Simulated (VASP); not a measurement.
Write the native input for VASP 6.6.1 that does the following.

| Item | Value |
| --- | --- |
| Task | single point |
| Functional | PBE |
| Potentials or basis | VASP PAW PBE potentials, release 64 (Ir, O) |
| Cutoff | 600 eV |
| k mesh | 10 × 10 × 15 |
| Occupations | fermi-dirac, width 0.05 eV |
| Spin | collinear spin |
| Starting moments | [1.0, 1.0, 0.0, 0.0, 0.0, 0.0] μB |
| Dipole correction | no |
| Further INCAR settings | ALGO = Normal; EDIFF = 1e-06; NBANDS = 34 |

The structure of IrO2 lies in POSCAR:

```
IrO2
1.0
    4.4071579031      0.0000000000      0.0000000000
    0.0000000000      4.4071579031      0.0000000000
    0.0000000000      0.0000000000      3.0817778980
Ir O
2 4
Direct
    0.0000000000      0.0000000000      0.0000000000
    0.5000000000      0.5000000000      0.5000000000
    0.3074685355      0.3074685355      0.0000000000
    0.1925314645      0.8074685355      0.5000000000
    0.6925314645      0.6925314645      0.0000000000
    0.8074685355      0.1925314645      0.5000000000
```

The input as run:

INCAR

```
SYSTEM = IrO2
PREC = Accurate
ENCUT = 600
EDIFF = 1E-6
ISMEAR = -1
SIGMA = 0.05
LREAL = .FALSE.
LASPH = .TRUE.
NELM = 200
ALGO = Normal
ISIF = 2
LWAVE = .FALSE.
LCHARG = .TRUE.
ISPIN = 2
MAGMOM = 1 1 0 0 0 0
LORBIT = 11
LMAXMIX = 4
GGA = PE
LVHAR = .TRUE.
NBANDS = 34
GGA_COMPAT = .FALSE.
KPAR = 4
```

KPOINTS

```
regular mesh
0
G
  10 10 15
  0 0 0
```

Potentials or basis: VASP PAW PBE potentials, release 64 (Ir, O).

The run is started by

```sh
$ cat potpaw_PBE.64/Ir/POTCAR potpaw_PBE.64/O/POTCAR > POTCAR
$ mpirun -np 4 vasp_std > vasp.out
```

It gave:

The pressure is 32.7 GPa, the largest force is 0.007 eV/Å and the band gap on the k mesh is zero (filled and empty bands overlap). The net moment is 0.00 μB per cell. The valence electrons inside the program's atomic spheres are Ir 8.64; O 5.07.

Caveat: the cell stands under pressure; spin-orbit coupling is left out, which moves the levels of the heavy elements.

Run time: 5.6 min on 4 MPI ranks on AMD EPYC 7R43 64-Core Processor (Zen 3), on a shared host, peak memory 0.61 GiB a rank.
